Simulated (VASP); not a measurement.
Input of a VASP 6.6.1 run:

File INCAR:

```
PREC = Accurate
ENCUT = 520
EDIFF = 1E-6
ISMEAR = 0
SIGMA = 0.15
LREAL = F
LASPH = T
NELM = 100
ALGO = Normal
ISIF = 2
LWAVE = F
LCHARG = F
GGA = PE
NBANDS = 8
```

KPOINTS

```
regular mesh
0
Gamma
  22 22 22
```

File POSCAR:

```
Al
1.0
    0.0000000000      1.9913294518      2.0908959244
    1.9913294518      0.0000000000      2.0908959244
    1.9913294518      1.9913294518      0.0000000000
Al
1
Direct
    0.0000000000      0.0000000000      0.0000000000
```

Potentials or basis: VASP PAW PBE potentials, release 64 (Al).

Launch:

```bash
$ cat potpaw_PBE.64/Al/POTCAR > POTCAR
$ mpirun -np 1 vasp_std > vasp.out
```

**Question.** Predict the pressure.

**Answer.** -0.3 GPa.

Stress tensor (GPa, compression positive):
```
 0.61  0.00  0.00
 0.00  0.61  0.00
 0.00  0.00 -2.07
```
